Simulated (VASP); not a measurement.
Wanted: the native input for a VASP 6.6.1 run.

```yaml
Task: single point
Functional: r2SCAN
Potentials_or_basis: VASP PAW PBE potentials, release 64 (Sn_d, S)
Cutoff: 550 eV
k_mesh: 12 × 12 × 4
Occupations: gaussian, width 0.01 eV
Spin: non-collinear spin, zero start, spin-orbit coupling
Starting_moments: "[[0.0, 0.0, 0.0], [0.0, 0.0, 0.0], [0.0, 0.0, 0.0]] μB"
Dipole_correction: no
Further_INCAR_settings: ALGO = Normal; EDIFF = 1e-06; NBANDS = 39
```

Crystal: SnS2.

```
Sn S
1.0
     3.66075    0.00000    0.00000
    -1.83038    3.17031    0.00000
     0.00000    0.00000    6.08102
Sn S
1 2
Direct
  0.00000 0.00000 0.00000
  0.33333 0.66667 0.24122
  0.66667 0.33333 0.75878
```

This cell differs from its parent crystal: uniaxial z strain +2.0%.

These files were run (other wordings do the same):

POSCAR

```
SnS2
1.0
    3.6607548065      0.0000000000      0.0000000000
   -1.8303774033      3.1703066595      0.0000000000
    0.0000000000      0.0000000000      6.0810164740
Sn S
1 2
Direct
    0.0000000000      0.0000000000      0.0000000000
    0.3333333333      0.6666666667      0.2412214472
    0.6666666667      0.3333333333      0.7587785528
```

INCAR.step1

```
ALGO     = Normal         # electronic algorithm
EDIFF    = 1E-5           # SCF threshold, eV
ENCUT    = 550            # plane-wave cutoff, eV
GGA      = PE             # functional
GGA_COMPAT= False        
ISMEAR   = 0              # smearing method
LASPH    = True           # aspherical terms in the spheres
LCHARG   = False          # write CHGCAR
LNONCOLLINEAR= True           # non-collinear magnetism
LREAL    = False          # projectors in reciprocal space
LSORBIT  = True           # spin-orbit coupling
LWAVE    = True           # write WAVECAR
MAGMOM   = 0 0 0 0 0 0 0 0 0 # initial moments
NBANDS   = 39             # bands
NELM     = 200            # most SCF steps
PREC     = Accurate       # precision mode
SIGMA    = 0.01           # smearing width, eV
```

INCAR.step2

```
ALGO     = Normal         # electronic algorithm
EDIFF    = 1E-6           # SCF threshold, eV
ENCUT    = 550            # plane-wave cutoff, eV
GGA_COMPAT= False        
ISIF     = 2              # what is computed and relaxed
ISMEAR   = 0              # smearing method
ISTART   = 1            
LASPH    = True           # aspherical terms in the spheres
LCHARG   = False          # write CHGCAR
LMIXTAU  = True         
LNONCOLLINEAR= True           # non-collinear magnetism
LORBIT   = 11             # projections on sites
LORBMOM  = True         
LREAL    = False          # projectors in reciprocal space
LSORBIT  = True           # spin-orbit coupling
LWAVE    = False          # write WAVECAR
MAGMOM   = 0 0 0 0 0 0 0 0 0 # initial moments
METAGGA  = R2SCAN         # meta-GGA
NBANDS   = 39             # bands
NELM     = 200            # most SCF steps
PREC     = Accurate       # precision mode
SIGMA    = 0.01           # smearing width, eV
```

KPOINTS

```
k-points
0
Gamma
  12 12 4
```

Potentials or basis: VASP PAW PBE potentials, release 64 (Sn_d, S).

Command:

```bash
$ cat potpaw_PBE.64/Sn_d/POTCAR potpaw_PBE.64/S/POTCAR > POTCAR
$ cp INCAR.step1 INCAR
$ mpirun -np 1 vasp_ncl > vasp.out
$ cp INCAR.step2 INCAR
$ mpirun -np 1 vasp_ncl > vasp.out
```

Results of the run:

The pressure is 0.5 GPa. The largest force is 0.041 eV/Å and the net moment is 0.00 μB per cell. The valence electrons inside the program's atomic spheres are Sn 12.20; S 3.72.

Caveat: the cell differs from its parent crystal (uniaxial z strain +2.0%); the PAW data sets were made with another functional, which shifts forces and pressure a little.

It took 32 min on 1 thread of Oxide Virtual Turin-like Processor (shared host), peak memory 0.55 GiB.
